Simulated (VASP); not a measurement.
# Y4Sn3N4 (P-43m) in VASP: notebook, part 2 of 2

VASP 6.6.1.

## Step 4: Relaxation of cell and atoms, PBE

Input file INCAR:

```
SYSTEM = Y4Sn3N4
PREC     = Accurate       ! precision mode
ENCUT    = 600            ! plane-wave cutoff, eV
EDIFF    = 1E-6           ! SCF threshold, eV
ISMEAR   = 0              ! smearing method
SIGMA    = 0.1            ! smearing width, eV
LREAL    = .False.        ! projectors in reciprocal space
LASPH    = .True.         ! aspherical terms in the spheres
NELM     = 60             ! most SCF steps
ALGO     = Normal         ! electronic algorithm
ISIF     = 3              ! what is computed and relaxed
LWAVE    = .False.        ! write WAVECAR
LCHARG   = .False.        ! write CHGCAR
GGA      = PE             ! functional
IBRION   = 2              ! ionic algorithm
NSW      = 90             ! ionic steps
EDIFFG   = -0.04          ! ionic threshold
```

Input file KPOINTS:

```
regular mesh
0
Gamma
  4 4 4
  0 0 0
```

Input file POSCAR:

```
Y4Sn3N4
1.0
    4.7015631900      0.0000000000      0.0000000000
    0.0000000000      4.7015631900      0.0000000000
    0.0000000000      0.0000000000      4.7015631900
Y Sn N
4 3 4
Direct
    0.2917000000      0.2917000000      0.2917000000
    0.2917000000      0.7083000000      0.7083000000
    0.7083000000      0.2917000000      0.7083000000
    0.7083000000      0.7083000000      0.2917000000
    0.0000000000      0.0000000000      0.5000000000
    0.5000000000      0.0000000000      0.0000000000
    0.0000000000      0.5000000000      0.0000000000
    0.2456870000      0.2456870000      0.7543130000
    0.7543130000      0.7543130000      0.7543130000
    0.2456870000      0.7543130000      0.2456870000
    0.7543130000      0.2456870000      0.2456870000
```

The run is started by

```bash
$ cat potpaw_PBE.64/Y_sv/POTCAR potpaw_PBE.64/Sn_d/POTCAR potpaw_PBE.64/N/POTCAR > POTCAR
$ mpirun -np 1 vasp_std > vasp.out
```

Run time: 24 min. Hardware: 1 thread of Intel Xeon 6975P-C (Granite Rapids), shared host; peak memory 0.3 GiB.

The run converged. Its results:

| Property | Result |
| --- | --- |
| Free energy | -69.4327 eV |
| Relaxed volume | 22.98 Å³/atom |
| Relaxed cell | a = 6.323 Å, b = 6.323 Å, c = 6.323 Å, α = 90.00°, β = 90.00°, γ = 90.00° |
| Space group after relaxing (to 0.1 Å) | P-43m (No. 215) |
| Energy gained by relaxing | 5406.4 meV/atom |
| Ionic steps | 30 |
| Pressure after relaxing | 0.0 GPa |
| Largest force after relaxing | 0.015 eV/Å |
| Band gap on the k mesh | zero (bands 53 and 54 overlap by 0.99 eV) |

Forces on the atoms (eV/Å):
```
Y    0.008  0.008  0.008
Y    0.008 -0.008 -0.008
Y   -0.008  0.008 -0.008
Y   -0.008 -0.008  0.008
Sn   0.000  0.000  0.000
Sn   0.000  0.000  0.000
Sn   0.000  0.000  0.000
N    0.009  0.009 -0.009
N   -0.009 -0.009 -0.009
N    0.009 -0.009  0.009
N   -0.009  0.009  0.009
```

Step by step:
```csv
step,energy change (eV),largest force (eV/Å),pressure (GPa),volume (Å³)
1,0.0000,13.1876,270.17,103.93
2,-12.0195,2.5568,-21.59,574.91
3,-51.2414,5.4049,-6.34,245.89
4,-52.1037,5.3946,-2.96,232.06
5,-52.7651,5.2714,5.51,208.63
6,-52.7530,5.2984,4.35,211.24
7,-54.6829,0.9004,-5.68,232.08
8,-54.7728,0.9945,-4.30,228.06
9,-55.0852,0.7043,0.81,214.87
10,-55.0861,0.6875,1.16,214.13
11,-55.1985,0.6635,1.07,215.17
12,-55.5558,0.8271,1.17,218.34
13,-56.7528,1.7735,2.97,224.75
14,-58.3437,3.8960,11.22,237.96
15,-58.4484,2.4802,6.38,231.93
16,-58.6413,2.9058,8.10,234.36
17,-58.6452,3.0040,8.45,234.79
18,-58.6639,3.0034,8.45,235.18
19,-58.7106,3.0054,8.47,236.36
20,-58.7599,3.0234,8.53,238.73
21,-58.8176,2.8894,8.11,239.36
22,-58.9746,2.5009,6.88,241.27
23,-59.2190,1.7696,4.55,245.12
24,-59.4503,0.4825,0.41,252.93
25,-59.4585,0.2350,-0.40,254.64
26,-59.4585,0.1891,-0.56,254.96
27,-59.4603,0.1730,-0.51,254.80
28,-59.4649,0.1248,-0.39,254.29
29,-59.4700,0.0492,-0.14,253.28
30,-59.4706,0.0148,-0.02,252.81
```

Final structure:
```xyz
11
Lattice="6.3231 0.0000 0.0000 0.0000 6.3231 0.0000 0.0000 0.0000 6.3231" Properties=species:S:1:pos:R:3 pbc="T T T"
Y     2.0285    2.0285    2.0285
Y     2.0285    4.2946    4.2946
Y     4.2946    2.0285    4.2946
Y     4.2946    4.2946    2.0285
Sn    0.0000    0.0000    3.1616
Sn    3.1616    0.0000    0.0000
Sn    0.0000    3.1616    0.0000
N     2.0855    2.0855    4.2376
N     4.2376    4.2376    4.2376
N     2.0855    4.2376    2.0855
N     4.2376    2.0855    2.0855
```

Levels at points of the mesh, in eV from the Fermi level:
| k point | band 51 | band 52 | band 53 | band 54 | band 55 | band 56 |
| --- | --- | --- | --- | --- | --- | --- |
| (0.00, 0.00, 0.00) | -0.64 | -0.64 | -0.64 | -0.06 | -0.06 | -0.06 |
| (0.50, 0.00, 0.00) | -0.85 | -0.84 | -0.55 | -0.25 | -0.25 | 0.30 |
| (0.50, 0.50, 0.00) | -1.22 | -0.72 | -0.24 | 0.49 | 0.61 | 0.61 |
| (0.50, 0.50, 0.50) | -0.84 | 0.57 | 0.57 | 0.57 | 0.72 | 0.72 |

Caveat: the volume moved by over 15 % at a fixed basis, so the end points are rough; spin-orbit coupling is left out, which moves the levels of the heavy elements.

## Step 5: Single point, PBE

This run uses another cell than the first one, of 25.90 Å³/atom.

Input file INCAR:

```
PREC     = Accurate       # precision mode
ENCUT    = 520            # plane-wave cutoff, eV
EDIFF    = 1E-6           # SCF threshold, eV
ISMEAR   = 0              # smearing method
SIGMA    = 0.1            # smearing width, eV
LREAL    = False          # projectors in reciprocal space
LASPH    = True           # aspherical terms in the spheres
NELM     = 80             # most SCF steps
ALGO     = Normal         # electronic algorithm
ISIF     = 2              # what is computed and relaxed
LWAVE    = False          # write WAVECAR
LCHARG   = False          # write CHGCAR
GGA      = PE             # functional
NBANDS   = 64             # bands
```

Input file KPOINTS:

```
Automatic mesh
0
Gamma
  6 6 6
```

Input file POSCAR:

```
Y4Sn3N4
1.0
    6.5802315240      0.0000000000      0.0000000000
    0.0000000000      6.5802315240      0.0000000000
    0.0000000000      0.0000000000      6.5802315240
Y Sn N
4 3 4
Direct
    0.3257761685      0.3257761685      0.3257761685
    0.3257761685      0.6742238315      0.6742238315
    0.6742238315      0.3257761685      0.6742238315
    0.6742238315      0.6742238315      0.3257761685
    0.0000000000      0.0000000000      0.5000000000
    0.5000000000      0.0000000000      0.0000000000
    0.0000000000      0.5000000000      0.0000000000
    0.3380519051      0.3380519051      0.6619480949
    0.6619480949      0.6619480949      0.6619480949
    0.3380519051      0.6619480949      0.3380519051
    0.6619480949      0.3380519051      0.3380519051
```

The run is started by

```bash
$ cat potpaw_PBE.64/Y_sv/POTCAR potpaw_PBE.64/Sn_d/POTCAR potpaw_PBE.64/N/POTCAR > POTCAR
$ mpirun -np 1 vasp_std > vasp.out
```

Run time: 5.8 min. Hardware: 1 thread of Intel Xeon 6975P-C (Granite Rapids), shared host; peak memory 0.54 GiB.

It converged, with:

```
Free energy            : -71.3414 eV
Pressure               : -0.1 GPa
Largest force          : 0.010 eV/Å
Band gap on the k mesh : zero (bands 53 and 54 overlap by 0.88 eV)
```

Forces on the atoms (eV/Å):
```
Y    0.006  0.006  0.006
Y    0.006 -0.006 -0.006
Y   -0.006  0.006 -0.006
Y   -0.006 -0.006  0.006
Sn   0.000  0.000  0.000
Sn   0.000  0.000  0.000
Sn   0.000  0.000  0.000
N    0.003  0.003 -0.003
N   -0.003 -0.003 -0.003
N    0.003 -0.003  0.003
N   -0.003  0.003  0.003
```

Levels at points of the mesh, in eV from the Fermi level:
```tsv
k point	band 49	band 50	band 51	band 52	band 53	band 54	band 55	band 56	band 57	band 58
(0.00, 0.00, 0.00)	-1.93	-1.93	-0.55	-0.55	-0.55	-0.09	-0.09	-0.09	0.83	0.83
(0.50, 0.00, 0.00)	-1.52	-1.24	-0.73	-0.72	-0.36	-0.26	-0.26	0.31	0.31	1.10
(0.50, 0.50, 0.00)	-1.46	-1.46	-1.18	-0.64	-0.03	0.37	0.48	0.48	1.03	1.03
(0.50, 0.50, 0.50)	-1.60	-1.60	-0.90	0.56	0.56	0.56	0.59	0.59	0.59	1.34
```

Caveat: spin-orbit coupling is left out, which moves the levels of the heavy elements.

## Step 6: Overview

| task | cell | k mesh | cutoff (eV) | gap on the mesh (eV) | pressure (GPa) | largest force (eV/Å) |
| --- | --- | --- | --- | --- | --- | --- |
| single point | a = 4.702 Å, 11 atoms, atomic positions A | 4 × 4 × 4 | 520 | none | 270.2 | 13.19 |
| single point | a = 6.575 Å, 11 atoms, atomic positions B | 4 × 4 × 4 | 520 | none | 0.1 | 0.01 |
| relaxation of cell and atoms | relaxed from a = 4.702 Å, 11 atoms, atomic positions A | 4 × 4 × 4 | 600 | none | 0.0 | 0.01 |
| single point | a = 6.580 Å, 11 atoms, atomic positions B | 6 × 6 × 6 | 520 | none | -0.1 | 0.01 |

Alike in all rows: level PBE; potentials or basis VASP PAW PBE potentials, release 64 (Y_sv, Sn_d, N); no spin polarisation; smearing gaussian 0.1 eV.

Caveats: spin-orbit coupling is left out, which moves the levels of the heavy elements; the cell stands under pressure (at least some runs); forces of over 1 eV/Å act on the atoms, so gaps and moduli don't describe the material at rest (at least some runs); the volume moved by over 15 % at a fixed basis, so the end points are rough (at least some runs).

Total energies depend on the potentials used, so only differences within one code and one set of settings carry meaning.
